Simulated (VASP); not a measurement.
Write the native input for VASP 6.6.1 that does the following.

```
Task                   : single point
Functional             : r2SCAN
Potentials or basis    : VASP PAW PBE potentials, release 64 (Mo_sv, Pb_d)
Cutoff                 : 520 eV
k mesh                 : 11 × 11 × 8
Occupations            : fermi-dirac, width 0.05 eV
Spin                   : no spin polarisation
Dipole correction      : no
Further INCAR settings : ALGO = Normal; EDIFF = 1e-06; NBANDS = 21
```

The system is MoPb (L10 type).

```
CELL_PARAMETERS angstrom
3.38451 0.00000 0.00000
0.00000 3.38451 0.00000
0.00000 0.00000 3.39230
ATOMIC_POSITIONS crystal
Mo 0.00000 0.00000 0.00000
Pb 0.50000 0.50000 0.50000
```

The input as run:

POSCAR

```
MoPb
1.0
    3.3845084548      0.0000000000      0.0000000000
    0.0000000000      3.3845084548      0.0000000000
    0.0000000000      0.0000000000      3.3922990082
Mo Pb
1 1
Direct
    0.0000000000      0.0000000000      0.0000000000
    0.5000000000      0.5000000000      0.5000000000
```

INCAR.step1

```
PREC = Accurate
ENCUT = 520
ISMEAR = -1
SIGMA = 0.05
LREAL = False
LASPH = True
NELM = 60
NBANDS = 21
GGA = PE
ALGO = Normal
EDIFF = 1E-4
LWAVE = True
LCHARG = False
```

INCAR.step2

```
PREC = Accurate
ENCUT = 520
EDIFF = 1E-6
ISMEAR = -1
SIGMA = 0.05
LREAL = False
LASPH = True
NELM = 60
ALGO = Normal
ISIF = 2
LWAVE = False
LCHARG = True
METAGGA = R2SCAN
LMIXTAU = True
LELF = True
LVHAR = True
NBANDS = 21
ISTART = 1
```

KPOINTS

```
regular mesh
0
Gamma
  11 11 8
```

Potentials or basis: VASP PAW PBE potentials, release 64 (Mo_sv, Pb_d).

Command:

```sh
$ cat potpaw_PBE.64/Mo_sv/POTCAR potpaw_PBE.64/Pb_d/POTCAR > POTCAR
$ cp INCAR.step1 INCAR
$ mpirun -np 1 vasp_std > vasp.out
$ cp INCAR.step2 INCAR
$ mpirun -np 1 vasp_std > vasp.out
```

It gave:

```
Pressure               : 0.5 GPa
Band gap on the k mesh : zero (bands 14 and 15 overlap by 2.13 eV)
```

Caveat: the PAW data sets were made with another functional, which shifts forces and pressure a little; spin-orbit coupling is left out, which moves the levels of the heavy elements.

Wall time 3.1 min on 1 thread of Intel(R) Xeon(R) Platinum 8259CL CPU @ 2.50GHz (Skylake/Cascade Lake), with other jobs on the host, peak memory 0.22 GiB.
